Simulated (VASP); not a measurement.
# BP (gw) (F-43m) in VASP: notebook

BP (gw) is run at these levels: PBEsol; tasks: single point.

Everything below comes from runs of VASP 6.6.1. Logs are shortened: lines on timing, memory, paths and dates and some standing lists are left out, and cuts for length are marked.

## (1) The cell of the first run

It takes space group F-43m (No. 216, cubic). Conventional cell: a = 4.520 Å, b = 4.520 Å, c = 4.520 Å, α = 90.00°, β = 90.00°, γ = 90.00°. Within 2.6 Å of B (site symmetry -43m) lie 4 P at 1.96 Å. P (site symmetry -43m) has 4 B at 1.96 Å within 2.6 Å.

## (2) Single point, PBEsol

File INCAR:

```
ALGO = Normal
EDIFF = 1E-6
ENCUT = 500
GGA = PS
GGA_COMPAT = F
ISIF = 2
ISMEAR = 0
LASPH = T
LCHARG = F
LREAL = F
LWAVE = F
NBANDS = 11
NELM = 120
PREC = Accurate
SIGMA = 0.01
```

File KPOINTS:

```
k-points
0
Gamma
  6 6 6
```

File POSCAR:

```
BP
1.0
    0.0000000000      2.2601345997      2.2601345997
    2.2601345997      0.0000000000      2.2601345997
    2.2601345997      2.2601345997      0.0000000000
B P
1 1
Direct
    0.0000000000      0.0000000000      0.0000000000
    0.2500000000      0.2500000000      0.2500000000
```

Potentials or basis: VASP PAW PBE potentials, release 64 (B, P).

Launch:

```
$ cat potpaw_PBE.64/B/POTCAR potpaw_PBE.64/P/POTCAR > POTCAR
$ mpirun -np 1 vasp_std > vasp.out
```

OUTCAR:

```text
EDIFF = 1E-6
   ENCUT = 500
   GGA = PS
   ISIF = 2
   ISMEAR = 0
   LASPH = T
   LREAL = F
   NELM = 120
   PREC = Accurate

 ion  position               nearest neighbor table
   1  0.000  0.000  0.000-   2 1.96   2 1.96   2 1.96   2 1.96
   2  0.250  0.250  0.250-   1 1.96   1 1.96   1 1.96   1 1.96

  LATTYP: Found a face centered cubic cell.
 ALAT       =     4.5202691994

  Lattice vectors:

 A1 = (   0.0000000000,   2.2601345997,   2.2601345997)
 A2 = (   2.2601345997,   0.0000000000,   2.2601345997)
 A3 = (   2.2601345997,   2.2601345997,   0.0000000000)

Analysis of symmetry for initial positions (statically):
=====================================================================
 Subroutine PRICEL returns:
 Original cell was already a primitive cell.

 Routine SETGRP: Setting up the symmetry group for a
 face centered cubic supercell.

 Subroutine GETGRP returns: Found 24 space group operations
 (whereof 24 operations were pure point group operations)
 out of a pool of 48 trial point group operations.

The static configuration has the point symmetry T_d .

Analysis of symmetry for dynamics (positions and initial velocities):
=====================================================================
 Subroutine PRICEL returns:
 Original cell was already a primitive cell.

 Routine SETGRP: Setting up the symmetry group for a
 face centered cubic supercell.

 Subroutine GETGRP returns: Found 24 space group operations
 (whereof 24 operations were pure point group operations)
 out of a pool of 48 trial point group operations.

The dynamic configuration has the point symmetry T_d .

 Subroutine INISYM returns: Found 24 space group operations
 (whereof 24 operations are pure point group operations),
 and found     1 'primitive' translations

----------------------------------------------------------------------------------------

                                     Primitive cell

  volume of cell :      23.0905

  direct lattice vectors                    reciprocal lattice vectors
     0.000000000  2.260134600  2.260134600    -0.221225762  0.221225762  0.221225762
     2.260134600  0.000000000  2.260134600     0.221225762 -0.221225762  0.221225762
     2.260134600  2.260134600  0.000000000     0.221225762  0.221225762 -0.221225762

  length of vectors
     3.196313004  3.196313004  3.196313004     0.383174260  0.383174260  0.383174260

  position of ions in fractional coordinates (direct lattice)
     0.000000000  0.000000000  0.000000000
     0.250000000  0.250000000  0.250000000
[... 76 lines left out ...]
   POTIM  = 0.5000    time-step for ionic-motion
   TEBEG  =    0.0;   TEEND  =   0.0 temperature during run
   PSTRESS=    0.0 pullay stress
   NELECT =       8.0000    total number of electrons
   NUPDOWN=      -1.0000    fix difference up-down
   EMIN   =  10.00;   EMAX   =-10.00  energy-range for DOS
   EFERMI =   0.00;   METHOD = LEGACY
   ISMEAR =     0;   SIGMA  =   0.01  broadening in eV -4-tet -1-fermi 0-gaus
   EFERMI_NEDOS =   21; number of points for ismear=-14 and -15
   IALGO  =     38    algorithm
   IMIX   =      4    mixing-type and parameters
     AMIX     =   0.40;   BMIX     =  1.00
     AMIX_MAG =   1.60;   BMIX_MAG =  1.00
  volume/ion in A,a.u.               =      11.55        77.91
  Fermi-wavevector in a.u.,A,eV,Ry     =   1.149813  2.172831 17.987852  1.322070
  Thomas-Fermi vector in A             =   2.286480
   LORBIT       =      0    0 simple, 1 ext, 2 COOP (PROOUT), +10 PAW based schemes
   GGA     = PS    functional components
   LHFCALC =     F    Hartree Fock is set to
   AEXX    =    0.0000 exact exchange contribution
   IVDW    =     0    specifies the selected vdW correction
   LEPSILON=     F    determine dielectric tensor
   LRPA    =     F    only Hartree local field effects (RPA)
 non-spin polarized calculation
 Gauss-broadening in eV      SIGMA  =   0.01
  energy-cutoff  :      500.00
  volume of cell :       23.09
 maximum number of plane-waves:       598
   NGX = 11   NGY = 11   NGZ = 11

 number of electron       8.0000001 magnetization

 Free energy of the ion-electron system (eV)
  ---------------------------------------------------
  ext. energy  EPLUGINS =         0.00000000
  ---------------------------------------------------
  free energy    TOTEN  =       -13.65495161 eV

  energy without entropy =      -13.65495161  energy(sigma->0) =      -13.65495161

 E-fermi :   7.6186     XC(G=0): -11.0929

 val. band max:        7.5517751151   @ k =   0.0000   0.0000   0.0000
 cond. band min:       8.7504519781   @ k =   0.5000   0.5000   0.0000
 fundamental gap:      1.1986768630
 Fermi energy:         7.6185562492

 k-point     1 :       0.0000    0.0000    0.0000
  band No.  band energies     occupation
      1      -8.0544      2.00000
      2       7.5518      2.00000
      3       7.5518      2.00000
      4       7.5518      2.00000
      5      10.9228      0.00000
      6      10.9228      0.00000
      7      10.9228      0.00000
      8      15.0724      0.00000
      9      18.8713      0.00000
     10      19.7037      0.00000
     11      19.7037      0.00000
[... 197 lines left out ...]
 k-point    16 :      -0.3333    0.5000    0.1667
  band No.  band energies     occupation
      1      -2.9024      2.00000
      2      -0.7320      2.00000
      3       2.1270      2.00000
      4       2.2461      2.00000
      5      11.2923      0.00000
      6      11.9097      0.00000
      7      16.7099      0.00000
      8      17.3507      0.00000
      9      20.5396      0.00000
     10      23.8109      0.00000
     11      24.1181      0.00000

------------------------ aborting loop because EDIFF is reached ----------------------------------------

  FORCE on cell =-STRESS in cart. coord.  units (eV):
  Direction    XX          YY          ZZ          XY          YZ          ZX
  --------------------------------------------------------------------------------------
  -------------------------------------------------------------------------------------
  Total        0.0340201      0.0340201      0.0340201      0.0000000      0.0000000     -0.0000000
  in kB        2.3605516      2.3605516      2.3605516      0.0000000      0.0000000     -0.0000000
  external PRESSURE =       2.3605516 kB  Pullay stress =       0.0000000 kB

 VOLUME and BASIS-vectors are now :
 -----------------------------------------------------------------------------
  energy-cutoff  :      500.00
  volume of cell :       23.09
      direct lattice vectors                 reciprocal lattice vectors
     0.000000000  2.260134600  2.260134600    -0.221225762  0.221225762  0.221225762
     2.260134600  0.000000000  2.260134600     0.221225762 -0.221225762  0.221225762
     2.260134600  2.260134600  0.000000000     0.221225762  0.221225762 -0.221225762

 POSITION                                       TOTAL-FORCE (eV/Angst)
 -----------------------------------------------------------------------------------
      0.00000      0.00000      0.00000        -0.000000     -0.000000     -0.000000
      1.13007      1.13007      1.13007         0.000000      0.000000      0.000000
 -----------------------------------------------------------------------------------
    total drift:                                0.000000      0.000000      0.000000

  FREE ENERGIE OF THE ION-ELECTRON SYSTEM (eV)
  ---------------------------------------------------
  free  energy   TOTEN  =       -13.6549516113 eV

  energy  without entropy=      -13.6549516113  energy(sigma->0) =      -13.65495161
```

Wall time 3.1 s (1 thread of AMD EPYC 9R45 (Zen 5), shared host); peak memory 0.1 GiB.

What came out:

```
Free energy            : -13.6550 eV
Pressure               : 0.2 GPa
Band gap on the k mesh : 1.20 eV, indirect (least direct gap 3.37 eV)
```

Levels at points of the mesh, in eV from the valence-band top:
```tsv
k point	band 1	band 2	band 3	band 4	band 5	band 6	band 7	band 8	band 9
(0.00, 0.00, 0.00)	-15.61	0.00	0.00	0.00	3.37	3.37	3.37	7.52	11.32
(0.50, 0.00, 0.00)	-12.21	-9.18	-1.78	-1.78	3.80	4.65	4.65	9.96	14.67
(0.50, 0.50, 0.00)	-10.67	-8.66	-4.19	-4.19	1.20	1.50	12.20	12.20	15.27
```

Caveat: the PAW data sets were made with another functional, which shifts forces and pressure a little.

## (3) Single point, PBEsol

File INCAR:

```
SYSTEM = BP
  ALGO = Normal
  EDIFF = 1E-6
  ENCUT = 500
  GGA = PS
  GGA_COMPAT = .FALSE.
  ISIF = 2
  ISMEAR = 0
  LASPH = .TRUE.
  LCHARG = .FALSE.
  LREAL = .FALSE.
  LWAVE = .FALSE.
  NBANDS = 11
  NELM = 120
  PREC = Accurate
  SIGMA = 0.01
```

File KPOINTS:

```
k-points
0
G
  6 6 6
  0 0 0
```

POSCAR is that of step 2.

Potentials or basis: VASP PAW PBE potentials, release 64 (B, P).

Launch:

```
$ cat potpaw_PBE.64/B/POTCAR potpaw_PBE.64/P/POTCAR > POTCAR
$ mpirun -np 1 vasp_std > vasp.out
```

It took 3 s on 1 thread of AMD EPYC 9R45 (Zen 5), shared host; peak memory 0.1 GiB.

Results (log left out):

```
Free energy            : -13.6550 eV
Pressure               : 0.2 GPa
Band gap on the k mesh : 1.20 eV, indirect (least direct gap 3.37 eV)
```

Levels at points of the mesh, in eV from the valence-band top:
| k point | band 1 | band 2 | band 3 | band 4 | band 5 | band 6 | band 7 | band 8 | band 9 |
| --- | --- | --- | --- | --- | --- | --- | --- | --- | --- |
| (0.00, 0.00, 0.00) | -15.61 | 0.00 | 0.00 | 0.00 | 3.37 | 3.37 | 3.37 | 7.52 | 11.32 |
| (0.50, 0.00, 0.00) | -12.21 | -9.18 | -1.78 | -1.78 | 3.80 | 4.65 | 4.65 | 9.96 | 14.67 |
| (0.50, 0.50, 0.00) | -10.67 | -8.66 | -4.19 | -4.19 | 1.20 | 1.50 | 12.20 | 12.20 | 15.27 |

Caveat: the PAW data sets were made with another functional, which shifts forces and pressure a little.
